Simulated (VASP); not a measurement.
The system is VSi2.

```
CELL_PARAMETERS angstrom
-1.60557 1.60557 3.92953
1.60557 -1.60557 3.92953
1.60557 1.60557 -3.92953
ATOMIC_POSITIONS crystal
Si 0.33510 0.33510 0.00000
Si 0.66490 0.66490 0.00000
V 0.00000 0.00000 0.00000
```

- Program: VASP 6.6.1
- Task: relaxation of cell and atoms
- Functional: PBE
- Potentials or basis: VASP PAW PBE potentials, release 64 (Si, V_sv)
- Cutoff: 600 eV
- k mesh: 18 × 18 × 18
- Occupations: gaussian, width 0.1 eV
- Spin: no spin polarisation

At the start: pressure -7.6 GPa; volume 13.51 Å³/atom.

Question: How do energy, volume and symmetry change on relaxing?

Answer: Over 8 steps the energy falls by 17.9 meV/atom and the volume is 12.84 Å³/atom (-4.9 %); space group I4/mmm (No. 139, to 0.05 Å).

Step by step:
| step | energy change (eV) | largest force (eV/Å) | pressure (GPa) | volume (Å³) |
| --- | --- | --- | --- | --- |
| 1 | 0.0000 | 0.0516 | -7.57 | 40.52 |
| 2 | -0.0128 | 0.0601 | 8.28 | 36.89 |
| 3 | -0.0518 | 0.0064 | 0.09 | 38.51 |
| 4 | -0.0518 | 0.0070 | 0.42 | 38.47 |
| 5 | -0.0538 | 0.0152 | 0.16 | 38.47 |
| 6 | -0.0538 | 0.0131 | 0.19 | 38.47 |
| 7 | -0.0538 | 0.0056 | -0.14 | 38.54 |
| 8 | -0.0538 | 0.0088 | 0.03 | 38.51 |

Final structure:
```yaml
crystal:
  lattice:
    - [-1.57044, 1.57044, 3.90412]
    - [1.57044, -1.57044, 3.90412]
    - [1.57044, 1.57044, -3.90412]
  atoms:
    - { symbol: Si, position: [0.33529, 0.33529, 0.00000] }
    - { symbol: Si, position: [0.66471, 0.66471, 0.00000] }
    - { symbol: V, position: [0.00000, 0.00000, 0.00000] }
```
